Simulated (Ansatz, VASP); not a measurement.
## Two plane-wave programs on MgO

The input INCAR:

```
SYSTEM = MgO
PREC = Accurate
ENCUT = 520
EDIFF = 1E-6
ISMEAR = 0
SIGMA = 0.05
LREAL = .False.
LASPH = .True.
NELM = 80
ALGO = Normal
ISIF = 2
LWAVE = .False.
LCHARG = .False.
GGA = PE
NBANDS = 11
```

Contents of KPOINTS:

```
regular mesh
0
Gamma
  12 12 10
  0 0 0
```

Contents of POSCAR:

```
MgO
1.0
    2.6917203892      0.0000000000      0.0000000000
   -1.3458601946      2.3310982369      0.0000000000
    0.0000000000      0.0000000000      3.1919976742
Mg O
1 1
Direct
    0.0000000000      0.0000000000      0.0000000000
    0.3333333333      0.6666666667      0.5000000000
```

Input for Ansatz:

```yaml
crystal:
  lattice:
    - [2.6917203892, 0.0, 0.0]
    - [-1.3458601946, 2.3310982369, 0.0]
    - [0.0, 0.0, 3.1919976742]
  atoms:
    - { symbol: Mg, position: [0.0, 0.0, 0.0] }
    - { symbol: O, position: [0.3333333333, 0.6666666667, 0.5] }
basis:
  ecutwfc: 420
kpoints:
  mp_grid: { grid: [12, 12, 10] }
hamiltonian:
  xc: pbe
scf:
  occupations: { method: gaussian, width: 0.05 }
output:
  forces: true
  stress: true
  eigenvalues: true
```

Alike in both runs: task single point; functional PBE; k mesh 12 × 12 × 10; occupations gaussian, width 0.05 eV; no spin polarisation.

|  | VASP | Ansatz |
| --- | --- | --- |
| version | VASP 6.6.1 | Ansatz 0.2.0 |
| potentials or method | VASP PAW PBE potentials, release 64 (Mg, O), cutoff 520 eV | scalar-relativistic, plane waves, PAW |
| valence electrons in the cell | 8 | 16 |

```csv
,VASP,Ansatz,Ansatz less VASP
gap on the k mesh at the Fermi level (eV),none,none,-
pressure (GPa),1.5,2.0,+0.50
"traceless stress, the component that is largest in VASP (GPa)",-88.47,-88.14,+0.326
```

A gap of «none» marks a metal or a gap that the smearing closes. VASP's potentials hold 8 valence electrons a cell and Ansatz's 16, so a difference there can come from the potentials and not from the codes.
